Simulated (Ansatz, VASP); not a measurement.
**One calculation of Au, two programs**

The input POSCAR:

```
Au
1.0
    0.0000000000      2.0615246536      2.0615246536
    2.0615246536      0.0000000000      2.0615246536
    2.0615246536      2.0615246536      0.0000000000
Au
1
Direct
    0.0000000000      0.0000000000      0.0000000000
```

File INCAR.step1:

```
ALGO = Normal
EDIFF = 1E-4
ENCUT = 520
GGA = PE
ISMEAR = 1
LASPH = True
LCHARG = False
LREAL = False
LWAVE = True
NBANDS = 12
NELM = 100
PREC = Accurate
SIGMA = 0.1
```

INCAR.step2

```
ALGO = Normal
EDIFF = 1E-7
ENCUT = 520
ISIF = 2
ISMEAR = 1
ISTART = 1
LASPH = True
LCHARG = False
LMIXTAU = True
LREAL = False
LWAVE = False
METAGGA = R2SCAN
NBANDS = 12
NELM = 100
PREC = Accurate
SIGMA = 0.1
```

File KPOINTS:

```
k-points
0
Gamma
  13 13 13
```

Input for Ansatz:

```yaml
crystal:
  lattice:
    - [0.0, 2.0615246536, 2.0615246536]
    - [2.0615246536, 0.0, 2.0615246536]
    - [2.0615246536, 2.0615246536, 0.0]
  atoms:
    - { symbol: Au, position: [0.0, 0.0, 0.0] }
hamiltonian:
  xc: r2scan
  pseudopotentials:
    kind: paw
    azcp:
      Au: "pseudopotentials/Au.paw.azcp"
basis:
  ecutwfc: 500
  fft_grid_basis: typed
kpoints:
  mp_grid: { grid: [13, 13, 13], shift: [0, 0, 0] }
magnetization:
  spin_polarized: false
scf:
  occupations: { method: methfessel_paxton, width: 0.1 }
  lower_state_search: "off"
output:
  stress: true
  write_density: true
  write_potential: true
  elf: true
  volumetric_format: npy
```

Alike in both runs: task single point; functional r2SCAN; k mesh 13 × 13 × 13; occupations methfessel-paxton of order 1, width 0.1 eV; no spin polarisation.

```csv
,VASP,Ansatz
version,VASP 6.6.1,Ansatz 0.2.0
potentials or method,"VASP PAW PBE potentials, release 64 (Au), cutoff 520 eV","plane waves (500 eV) with PAW, scalar-relativistic"
valence electrons in the cell,11,19
```

```csv
,VASP,Ansatz,Ansatz less VASP
pressure (GPa),0.1,-0.2,-0.26
```

VASP's potentials were made for PBE, not for r2SCAN. With one functional, cell and mesh, what is left measures potentials, basis and numerics. VASP's potentials hold 11 valence electrons a cell and Ansatz's 19, so a difference there can come from the potentials and not from the codes.

Neither program's run includes spin-orbit coupling.
